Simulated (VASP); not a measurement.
A run of VASP 6.6.1 is set up as follows.

POSCAR

```
TiAl
1.0
    2.7771682065      0.0000000000      0.0000000000
    0.0000000000      2.7771682065      0.0000000000
    0.0000000000      0.0000000000      4.1657523098
Ti Al
1 1
Direct
    0.0000000000      0.0000000000      0.0000000000
    0.5000000000      0.5000000000      0.5000000000
```

File INCAR.step1:

```
PREC     = Accurate       # precision mode
ENCUT    = 520            # plane-wave cutoff, eV
ISMEAR   = 0              # smearing method
SIGMA    = 0.15           # smearing width, eV
LREAL    = False          # projectors in reciprocal space
LASPH    = True           # aspherical terms in the spheres
NELM     = 60             # most SCF steps
NBANDS   = 14             # bands
GGA      = PE             # functional
ALGO     = Normal         # electronic algorithm
EDIFF    = 1E-4           # SCF threshold, eV
LWAVE    = True           # write WAVECAR
LCHARG   = False          # write CHGCAR
```

File INCAR.step2:

```
PREC     = Accurate       # precision mode
ENCUT    = 520            # plane-wave cutoff, eV
EDIFF    = 1E-6           # SCF threshold, eV
ISMEAR   = 0              # smearing method
SIGMA    = 0.15           # smearing width, eV
LREAL    = False          # projectors in reciprocal space
LASPH    = True           # aspherical terms in the spheres
NELM     = 60             # most SCF steps
ALGO     = Normal         # electronic algorithm
ISIF     = 2              # what is computed and relaxed
LWAVE    = False          # write WAVECAR
LCHARG   = True           # write CHGCAR
METAGGA  = R2SCAN         # meta-GGA
LMIXTAU  = True         
LELF     = True           # ELF
LVHAR    = True         
NBANDS   = 14             # bands
ISTART   = 1
```

File KPOINTS:

```
Automatic mesh
0
Gamma
  16 16 16
```

Potentials or basis: VASP PAW PBE potentials, release 64 (Ti_sv, Al).

Run with:

```sh
$ cat potpaw_PBE.64/Ti_sv/POTCAR potpaw_PBE.64/Al/POTCAR > POTCAR
$ cp INCAR.step1 INCAR
$ mpirun -np 1 vasp_std > vasp.out
$ cp INCAR.step2 INCAR
$ mpirun -np 1 vasp_std > vasp.out
```

(1) Predict the pressure.

Results:

(1) 0.1 GPa.

Caveat: the PAW data sets were made with another functional, which shifts forces and pressure a little.
